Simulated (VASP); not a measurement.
## ZnIn2O6: single point with PBE

Crystal: ZnIn2O6.

```
Zn In O
1.0
     5.60340    0.00000    0.00000
    -2.80170    4.85269    0.00000
     0.00000    0.00000    4.70686
Zn In O
1 2 6
Direct
  0.00000 0.00000 0.50000
  0.33333 0.66667 0.75000
  0.66667 0.33333 0.25000
  0.83333 0.66667 0.75000
  0.33333 0.16667 0.75000
  0.83333 0.16667 0.75000
  0.16667 0.33333 0.25000
  0.66667 0.83333 0.25000
  0.16667 0.83333 0.25000
```

```yaml
Program: VASP 6.6.1
Task: single point
Functional: PBE
Potentials_or_basis: VASP PAW PBE potentials, release 64 (Zn, In_d, O)
Cutoff: 600 eV
k_mesh: 6 × 6 × 4
Occupations: gaussian, width 0.1 eV
Spin: collinear spin, ferromagnetic start
Starting_moments: "[0.0, 0.0, 0.0, 1.0, 1.0, 1.0, 1.0, 1.0, 1.0] μB"
```

```yaml
Pressure: -14.6 GPa
Largest_force: 0.916 eV/Å
Net_moment: 4.44 μB per cell
Site_moments: Zn +0.17; In -0.07; O +0.63 μB
Valence_electrons_inside_the_program's_atomic_spheres: Zn 10.84; In 10.84; O 4.77
```

Forces in eV/Å, atoms in the order of the input:
```
Zn   0.000  0.000  0.000
In   0.000  0.000  0.224
In   0.000  0.000 -0.224
O    0.000 -0.916 -0.034
O    0.793  0.458 -0.034
O   -0.793  0.458 -0.034
O    0.000  0.916  0.034
O   -0.793 -0.458  0.034
O    0.793 -0.458  0.034
```

Stress tensor (GPa, compression positive):
```
-14.68   0.00   0.00
  0.00 -14.68   0.00
  0.00   0.00 -14.36
```

Levels at points of the mesh, in eV from the Fermi level:
Spin up:
```csv
k point,band 36,band 37,band 38,band 39,band 40,band 41,band 42,band 43
"(0.00, 0.00, 0.00)",-1.28,-1.28,-0.66,-0.64,-0.45,-0.45,5.70,6.87
"(0.50, 0.00, 0.00)",-1.20,-1.08,-1.07,-0.46,0.91,0.98,4.68,5.94
"(0.00, 0.00, 0.50)",-1.08,-1.00,-0.56,-0.56,-0.07,0.02,5.56,6.04
"(0.50, 0.00, 0.50)",-1.10,-1.06,-0.93,-0.51,0.96,1.11,4.94,5.04
```
Spin down:
```tsv
k point	band 31	band 32	band 33	band 34	band 35	band 36	band 37	band 38
(0.00, 0.00, 0.00)	-1.33	-0.68	-0.65	-0.04	0.09	0.09	0.14	0.20
(0.50, 0.00, 0.00)	-1.29	-1.04	-0.61	-0.42	-0.42	0.11	0.20	0.32
(0.00, 0.00, 0.50)	-0.41	-0.33	-0.24	0.04	0.04	0.34	0.34	0.64
(0.50, 0.00, 0.50)	-1.08	-0.96	-0.38	-0.33	-0.18	-0.10	0.18	0.38
```

It took 9.5 min on 1 thread of Intel(R) Xeon(R) Platinum 8488C (Sapphire Rapids) (shared host), peak memory 0.53 GiB.

Caveat: the cell stands under tension; spin-orbit coupling is left out, which moves the levels of the heavy elements.
